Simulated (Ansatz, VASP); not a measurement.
# Mg3SiO in VASP and in Ansatz

Contents of INCAR:

```
PREC     = Accurate       # precision mode
ENCUT    = 840            # plane-wave cutoff, eV
EDIFF    = 1E-6           # SCF threshold, eV
ISMEAR   = -1             # smearing method
SIGMA    = 0.02           # smearing width, eV
LREAL    = False          # projectors in reciprocal space
LASPH    = True           # aspherical terms in the spheres
NELM     = 120            # most SCF steps
ALGO     = Normal         # electronic algorithm
ISIF     = 2              # what is computed and relaxed
LWAVE    = False          # write WAVECAR
LCHARG   = False          # write CHGCAR
GGA      = PE             # functional
NBANDS   = 28             # bands
GGA_COMPAT= False
```

The input KPOINTS:

```
Automatic mesh
0
Gamma
  6 6 6
```

File POSCAR:

```
Mg3SiO
1.0
    4.1344748191      0.0000000000      0.0000000000
    0.0000000000      4.1344748191      0.0000000000
    0.0000000000      0.0000000000      4.1344748191
Si O Mg
1 1 3
Direct
    0.0000000000      0.0000000000      0.0000000000
    0.5000000000      0.5000000000      0.5000000000
    0.5000000000      0.5000000000      0.0000000000
    0.5000000000      0.0000000000      0.5000000000
    0.0000000000      0.5000000000      0.5000000000
```

Input for Ansatz:

```yaml
crystal:
  lattice:
    - [4.1344748191, 0.0, 0.0]
    - [0.0, 4.1344748191, 0.0]
    - [0.0, 0.0, 4.1344748191]
  atoms:
    - { symbol: Si, position: [0.0, 0.0, 0.0] }
    - { symbol: O, position: [0.5, 0.5, 0.5] }
    - { symbol: Mg, position: [0.5, 0.5, 0.0] }
    - { symbol: Mg, position: [0.5, 0.0, 0.5] }
    - { symbol: Mg, position: [0.0, 0.5, 0.5] }
kpoints:
  mp_grid: { grid: [6, 6, 6] }
hamiltonian:
  xc: pbe
scf:
  occupations: { method: fermi_dirac, width: 0.02 }
  n_extra_bands: 5
output:
  forces: true
  stress: true
  eigenvalues: true
```

Alike in both runs: task single point; functional PBE; k mesh 6 × 6 × 6; occupations fermi-dirac, width 0.02 eV; no spin polarisation.

|  | VASP | Ansatz |
| --- | --- | --- |
| version | VASP 6.6.1 | Ansatz 0.2.0 |
| potentials or method | VASP PAW PBE potentials, release 64 (Si, O, Mg_sv) | plane waves, PAW |
| plane-wave cutoff (eV) | 840 | 420 |
| valence electrons in the cell | 40 | 40 |

Ansatz gave:

| Property | Result |
| --- | --- |
| pressure (GPa) | 5.7 |

**Question.** What did VASP give for the same quantities?

**Answer.** Pressure (GPa): 5.6.
